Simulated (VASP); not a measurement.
# Nd4O in VASP: notebook

The runs below take Nd4O through relaxation of cell and atoms, single point, with PBE.

All numbers are computed with VASP 6.6.1; they aren't measurements. Logs are shortened: lines on timing, memory, paths and dates and some standing lists are left out, and cuts for length are marked.

## 1. The cell of the first run

The structure is cubic, space group Pm-3m (No. 221). Conventional cell: a = 5.127 Å, b = 5.127 Å, c = 5.127 Å, α = 90.00°, β = 90.00°, γ = 90.00°. Within 3.4 Å of Nd (site symmetry 4/mmm) lie 2 O at 2.56 Å. Nd (site symmetry m-3m) has 12 Nd at 3.63 Å and 8 O at 4.44 Å within 4.8 Å. Within 3.4 Å of O (site symmetry m-3m) lie 6 Nd at 2.56 Å.

The cell was generated, and may not be a known phase.

## 2. Relaxation of cell and atoms, PBE

The input, INCAR:

```
PREC = Accurate
ENCUT = 600
EDIFF = 1E-7
ISMEAR = 0
SIGMA = 0.1
LREAL = False
LASPH = True
NELM = 200
ALGO = Normal
ISIF = 3
LWAVE = False
LCHARG = False
GGA = PE
IBRION = 2
NSW = 100
EDIFFG = -0.01
GGA_COMPAT = False
NELMIN = 4
LMAXMIX = 6
```

The input, KPOINTS:

```
Automatic mesh
0
Gamma
  8 8 8
```

The input, POSCAR:

```
Nd4O
1.0
    5.1269313187      0.0000000000      0.0000000000
    0.0000000000      5.1269313187      0.0000000000
    0.0000000000      0.0000000000      5.1269313187
Nd O
4 1
Direct
    0.0000000000      0.5000000000      0.5000000000
    0.5000000000      0.0000000000      0.5000000000
    0.5000000000      0.5000000000      0.0000000000
    0.0000000000      0.0000000000      0.0000000000
    0.5000000000      0.5000000000      0.5000000000
```

Potentials or basis: VASP PAW PBE potentials, release 64 (Nd_3, O), 4f in core.

Launch:

```
$ cat potpaw_PBE.64/Nd_3/POTCAR potpaw_PBE.64/O/POTCAR > POTCAR
$ mpirun -np 1 vasp_std > vasp.out
```

OUTCAR:

```text
PREC = Accurate
   ENCUT = 600
   EDIFF = 1E-7
   ISMEAR = 0
   LREAL = False
   LASPH = True
   NELM = 200
   ISIF = 3
   GGA = PE
   IBRION = 2
   NSW = 100
   EDIFFG = -0.01
   NELMIN = 4

 ion  position               nearest neighbor table
   1  0.000  0.500  0.500-   5 2.56   5 2.56   4 3.63   2 3.63   3 3.63   4 3.63   2 3.63   4 3.63
                             4 3.63   2 3.63   3 3.63   3 3.63   3 3.63   2 3.63
   2  0.500  0.000  0.500-   5 2.56   5 2.56   4 3.63   1 3.63   3 3.63   4 3.63   1 3.63   3 3.63
                             3 3.63   3 3.63   1 3.63   4 3.63   4 3.63   1 3.63
   3  0.500  0.500  0.000-   5 2.56   5 2.56   4 3.63   1 3.63   1 3.63   2 3.63   2 3.63   2 3.63
                             4 3.63   2 3.63   1 3.63   4 3.63   1 3.63   4 3.63
   4  0.000  0.000  0.000-   1 3.63   2 3.63   3 3.63   1 3.63   2 3.63   1 3.63   3 3.63   1 3.63
                             2 3.63   3 3.63   2 3.63   3 3.63
   5  0.500  0.500  0.500-   1 2.56   2 2.56   3 2.56   3 2.56   2 2.56   1 2.56

  LATTYP: Found a simple cubic cell.
 ALAT       =     5.1269313187

  Lattice vectors:

 A1 = (   5.1269313187,   0.0000000000,   0.0000000000)
 A2 = (   0.0000000000,   5.1269313187,   0.0000000000)
 A3 = (   0.0000000000,   0.0000000000,   5.1269313187)

Analysis of symmetry for initial positions (statically):
=====================================================================
 Subroutine PRICEL returns:
 Original cell was already a primitive cell.

 Routine SETGRP: Setting up the symmetry group for a
 simple cubic supercell.

 Subroutine GETGRP returns: Found 48 space group operations
 (whereof 48 operations were pure point group operations)
 out of a pool of 48 trial point group operations.

The static configuration has the point symmetry O_h .

Analysis of symmetry for dynamics (positions and initial velocities):
=====================================================================
 Subroutine PRICEL returns:
 Original cell was already a primitive cell.

 Routine SETGRP: Setting up the symmetry group for a
 simple cubic supercell.

 Subroutine GETGRP returns: Found 48 space group operations
 (whereof 48 operations were pure point group operations)
 out of a pool of 48 trial point group operations.

The dynamic configuration has the point symmetry O_h .

 Subroutine INISYM returns: Found 48 space group operations
 (whereof 48 operations are pure point group operations),
 and found     1 'primitive' translations

----------------------------------------------------------------------------------------

                                     Primitive cell

  volume of cell :     134.7636

  direct lattice vectors                    reciprocal lattice vectors
     5.126931319  0.000000000  0.000000000     0.195048449  0.000000000  0.000000000
     0.000000000  5.126931319  0.000000000     0.000000000  0.195048449  0.000000000
     0.000000000  0.000000000  5.126931319     0.000000000  0.000000000  0.195048449

  length of vectors
     5.126931319  5.126931319  5.126931319     0.195048449  0.195048449  0.195048449

  position of ions in fractional coordinates (direct lattice)
     0.000000000  0.500000000  0.500000000
     0.500000000  0.000000000  0.500000000
     0.500000000  0.500000000  0.000000000
     0.000000000  0.000000000  0.000000000
     0.500000000  0.500000000  0.500000000

  ion indices of the primitive-cell ions
   primitive index   ion index
                 1           1
                 2           2
                 3           3
                 4           4
                 5           5

----------------------------------------------------------------------------------------

 KPOINTS: Automatic mesh

Automatic generation of k-mesh.
 Grid dimensions read from file:
[... 77 lines left out ...]
   NUPDOWN=      -1.0000    fix difference up-down
   EMIN   =  10.00;   EMAX   =-10.00  energy-range for DOS
   EFERMI =   0.00;   METHOD = LEGACY
   ISMEAR =     0;   SIGMA  =   0.10  broadening in eV -4-tet -1-fermi 0-gaus
   EFERMI_NEDOS =   21; number of points for ismear=-14 and -15
   IALGO  =     38    algorithm
   IMIX   =      4    mixing-type and parameters
     AMIX     =   0.40;   BMIX     =  1.00
     AMIX_MAG =   1.60;   BMIX_MAG =  1.00
  volume/ion in A,a.u.               =      26.95       181.89
  Fermi-wavevector in a.u.,A,eV,Ry     =   1.176361  2.223000 18.828089  1.383826
  Thomas-Fermi vector in A             =   2.312726
   LORBIT       =      0    0 simple, 1 ext, 2 COOP (PROOUT), +10 PAW based schemes
   GGA     = PE    functional components
   LHFCALC =     F    Hartree Fock is set to
   AEXX    =    0.0000 exact exchange contribution
   IVDW    =     0    specifies the selected vdW correction
   LEPSILON=     F    determine dielectric tensor
   LRPA    =     F    only Hartree local field effects (RPA)
 conjugate gradient relaxation of ions
 non-spin polarized calculation
 Gauss-broadening in eV      SIGMA  =   0.10
  energy-cutoff  :      600.00
  volume of cell :      134.76
 maximum number of plane-waves:      4632
 NGX is ok and might be reduce to    42

--------------------------------------- Ionic step        1  -------------------------------------------

 number of electron      49.9999991 magnetization

 Free energy of the ion-electron system (eV)
  ---------------------------------------------------
  ext. energy  EPLUGINS =         0.00000000
  ---------------------------------------------------
  free energy    TOTEN  =       -29.23004159 eV

  energy without entropy =      -29.20636477  energy(sigma->0) =      -29.21820318

------------------------ aborting loop because EDIFF is reached ----------------------------------------

  FORCE on cell =-STRESS in cart. coord.  units (eV):
  Direction    XX          YY          ZZ          XY          YZ          ZX
  --------------------------------------------------------------------------------------
  -------------------------------------------------------------------------------------
  Total        0.0843159      0.0843159      0.0843159     -0.0000000     -0.0000000      0.0000000
  in kB        1.0024150      1.0024150      1.0024150     -0.0000000     -0.0000000      0.0000000
  external PRESSURE =       1.0024150 kB  Pullay stress =       0.0000000 kB

 VOLUME and BASIS-vectors are now :
 -----------------------------------------------------------------------------
  energy-cutoff  :      600.00
  volume of cell :      134.76
      direct lattice vectors                 reciprocal lattice vectors
     5.126931319  0.000000000  0.000000000     0.195048449  0.000000000  0.000000000
     0.000000000  5.126931319  0.000000000     0.000000000  0.195048449  0.000000000
     0.000000000  0.000000000  5.126931319     0.000000000  0.000000000  0.195048449

 POSITION                                       TOTAL-FORCE (eV/Angst)
 -----------------------------------------------------------------------------------
      0.00000      2.56347      2.56347         0.000000      0.000000      0.000000
      2.56347      0.00000      2.56347         0.000000      0.000000      0.000000
      2.56347      2.56347      0.00000         0.000000      0.000000      0.000000
      0.00000      0.00000      0.00000         0.000000      0.000000      0.000000
      2.56347      2.56347      2.56347         0.000000      0.000000      0.000000
 -----------------------------------------------------------------------------------
    total drift:                                0.000000     -0.000000      0.000000

  FREE ENERGIE OF THE ION-ELECTRON SYSTEM (eV)
  ---------------------------------------------------
  free  energy   TOTEN  =       -29.2300415876 eV

  energy  without entropy=      -29.2063647697  energy(sigma->0) =      -29.21820318

--------------------------------------- Ionic step        2  -------------------------------------------

 number of electron      49.9999991 magnetization

 Free energy of the ion-electron system (eV)
  ---------------------------------------------------
  ext. energy  EPLUGINS =         0.00000000
  ---------------------------------------------------
  free energy    TOTEN  =       -29.23011044 eV

  energy without entropy =      -29.20638399  energy(sigma->0) =      -29.21824721

 E-fermi :   4.0150     XC(G=0): -10.1314

 val. band max:        4.0026768790   @ k =   0.5000   0.2500   0.0000
 cond. band min:       4.0201663767   @ k =   0.5000   0.3750   0.0000
 fundamental gap:      0.0174894977
 Fermi energy:         4.0150414828

 k-point     1 :       0.0000    0.0000    0.0000
  band No.  band energies     occupation
      1     -33.8789      2.00000
      2     -33.7059      2.00000
      3     -33.7059      2.00000
      4     -33.5548      2.00000
      5     -15.5432      2.00000
      6     -15.5432      2.00000
[... 781 lines left out ...]
     29       4.9763      0.00000
     30       5.3697      0.00000

 [... further k-points ...]

------------------------ aborting loop because EDIFF is reached ----------------------------------------

  FORCE on cell =-STRESS in cart. coord.  units (eV):
  Direction    XX          YY          ZZ          XY          YZ          ZX
  --------------------------------------------------------------------------------------
  -------------------------------------------------------------------------------------
  Total       -0.0262582     -0.0262582     -0.0262582      0.0000000     -0.0000000      0.0000000
  in kB       -0.3114182     -0.3114182     -0.3114182      0.0000000     -0.0000000      0.0000000
  external PRESSURE =      -0.3114182 kB  Pullay stress =       0.0000000 kB

 VOLUME and BASIS-vectors are now :
 -----------------------------------------------------------------------------
  energy-cutoff  :      600.00
  volume of cell :      135.09
      direct lattice vectors                 reciprocal lattice vectors
     5.131102203  0.000000000  0.000000000     0.194889901  0.000000000 -0.000000000
    -0.000000000  5.131102203  0.000000000    -0.000000000  0.194889901  0.000000000
     0.000000000 -0.000000000  5.131102203    -0.000000000 -0.000000000  0.194889901

 POSITION                                       TOTAL-FORCE (eV/Angst)
 -----------------------------------------------------------------------------------
     -0.00000      2.56555      2.56555         0.000000     -0.000000      0.000000
      2.56555      0.00000      2.56555        -0.000000     -0.000000      0.000000
      2.56555      2.56555      0.00000        -0.000000      0.000000      0.000000
      0.00000      0.00000      0.00000        -0.000000      0.000000      0.000000
      2.56555      2.56555      2.56555         0.000000     -0.000000      0.000000
 -----------------------------------------------------------------------------------
    total drift:                                0.000000     -0.000000      0.000000

  FREE ENERGIE OF THE ION-ELECTRON SYSTEM (eV)
  ---------------------------------------------------
  free  energy   TOTEN  =       -29.2301104416 eV

  energy  without entropy=      -29.2063839859  energy(sigma->0) =      -29.21824721

 reached required accuracy - stopping structural energy minimisation
```

Wall time 4.2 min (1 thread of Intel Xeon Platinum 8259CL at 2.50GHz (Skylake/Cascade Lake), shared host); peak memory 0.35 GiB.

What came out:

```
Free energy                           : -29.2301 eV
Relaxed volume                        : 27.02 Å³/atom
Relaxed cell                          : a = 5.131 Å, b = 5.131 Å, c = 5.131 Å, α = 90.00°, β = 90.00°, γ = 90.00°
Space group after relaxing (to 0.1 Å) : Pm-3m (No. 221)
Energy gained by relaxing             : 0.0 meV/atom
Ionic steps                           : 2
Pressure after relaxing               : 0.0 GPa
Band gap on the k mesh                : zero (bands 25 and 26 overlap by 2.75 eV)
```

Final structure:
```
Nd O
1.0
     5.13110    0.00000    0.00000
     0.00000    5.13110    0.00000
     0.00000    0.00000    5.13110
Nd O
4 1
Direct
  0.00000 0.50000 0.50000
  0.50000 0.00000 0.50000
  0.50000 0.50000 0.00000
  0.00000 0.00000 0.00000
  0.50000 0.50000 0.50000
```

Caveat: spin-orbit coupling is left out, which moves the levels of the heavy elements; the 4f electrons are frozen in the core, so they carry no moment and show no levels; the run has no spin polarisation, though such a crystal can be magnetic. Spin polarisation is off, so any magnetic state and its effect on volume and gap are missing.

## 3. Single point, PBE

This run uses another cell than the first one: it holds 10 atoms, not 5.

The input, INCAR:

```
PREC = Accurate ; ENCUT = 600
EDIFF = 1E-6 ; ISMEAR = 0
SIGMA = 0.2 ; LREAL = F
LASPH = T ; NELM = 200
ALGO = Normal ; ISIF = 2
LWAVE = F ; LCHARG = T
GGA = PE ; LELF = T
LVHAR = T ; NBANDS = 61
GGA_COMPAT = F ; LMAXMIX = 6
```

The input, KPOINTS:

```
regular mesh
0
Gamma
  4 4 2
```

The input, POSCAR:

```
Nd4O
1.0
   -5.1166701010     -0.0000429980      0.0000609836
    0.0002033475      0.0001492111     -5.1222923762
   -0.0002458467    -10.2448638408      0.0003028600
Nd O
8 2
Direct
   -0.0000155155      0.4999491025      0.7500087986
    0.0000068423      0.4999996859      0.2500047427
    0.5000448287      0.5000427334      0.9999829228
    0.5001386163      0.4999770227      0.4999505065
    0.4999991831     -0.0000105779      0.7499791224
    0.5000854385      0.0000345900      0.2500285956
    0.9998823134      1.0000179713      1.0000557434
    0.9999278579      0.9999609398      0.5000248463
    0.4998981380      0.4999691416      0.7499946183
    0.5000322976      0.5000593908      0.2499701035
```

Potentials or basis: VASP PAW PBE potentials, release 64 (Nd_3, O), 4f in core.

Launch:

```
$ cat potpaw_PBE.64/Nd_3/POTCAR potpaw_PBE.64/O/POTCAR > POTCAR
$ mpirun -np 1 vasp_std > vasp.out
```

It took 8.6 min on 1 thread of Intel Xeon Platinum 8259CL at 2.50GHz (Skylake/Cascade Lake), shared host; peak memory 0.56 GiB.

Results (log left out):

- Free energy: -58.5557 eV
- Pressure: 0.2 GPa
- Largest force: 0.005 eV/Å
- Band gap on the k mesh: zero (bands 50 and 51 overlap by 1.73 eV)

Forces in eV/Å, atoms in the order of the input:
```
Nd   0.000  0.000 -0.001
Nd  -0.001  0.000  0.000
Nd   0.002 -0.001  0.001
Nd   0.003 -0.003  0.000
Nd   0.001 -0.001  0.000
Nd   0.002  0.001  0.000
Nd  -0.004  0.003  0.000
Nd  -0.003  0.002 -0.001
O   -0.002  0.000  0.000
O    0.000 -0.001  0.001
```

Levels at points of the mesh, in eV from the Fermi level:
| k point | band 46 | band 47 | band 48 | band 49 | band 50 | band 51 | band 52 | band 53 | band 54 | band 55 |
| --- | --- | --- | --- | --- | --- | --- | --- | --- | --- | --- |
| (0.00, 0.00, 0.00) | -1.48 | -1.48 | -1.48 | -0.87 | -0.42 | -0.28 | 0.38 | 0.39 | 0.97 | 0.98 |
| (0.50, 0.00, 0.00) | -0.42 | -0.28 | -0.25 | -0.24 | 0.35 | 0.36 | 0.36 | 0.38 | 0.38 | 0.49 |
| (0.00, 0.50, 0.00) | -0.42 | -0.28 | -0.25 | -0.25 | 0.36 | 0.37 | 0.37 | 0.38 | 0.39 | 0.49 |
| (0.50, 0.50, 0.00) | -0.43 | -0.25 | -0.24 | 0.35 | 0.36 | 0.36 | 0.49 | 0.86 | 0.87 | 1.28 |
| (0.00, 0.00, 0.50) | -1.60 | -1.19 | -1.19 | -0.88 | -0.88 | -0.88 | -0.88 | 0.80 | 0.80 | 1.92 |
| (0.50, 0.00, 0.50) | -0.45 | -0.03 | -0.03 | -0.01 | -0.01 | 0.15 | 0.15 | 0.37 | 0.37 | 0.42 |
| (0.00, 0.50, 0.50) | -0.45 | -0.03 | -0.03 | -0.01 | -0.01 | 0.14 | 0.14 | 0.36 | 0.36 | 0.43 |
| (0.50, 0.50, 0.50) | -0.84 | -0.83 | -0.83 | 0.86 | 0.86 | 0.95 | 0.95 | 0.96 | 0.96 | 1.46 |

Caveat: spin-orbit coupling is left out, which moves the levels of the heavy elements; the 4f electrons are frozen in the core, so they carry no moment and show no levels; the run has no spin polarisation, though such a crystal can be magnetic. With open d or f shells a metallic result of PBE can be an artefact of self-interaction; +U or a hybrid may open a gap.

The gap in the log of VASP goes by the Fermi energy; the results here count the filled bands.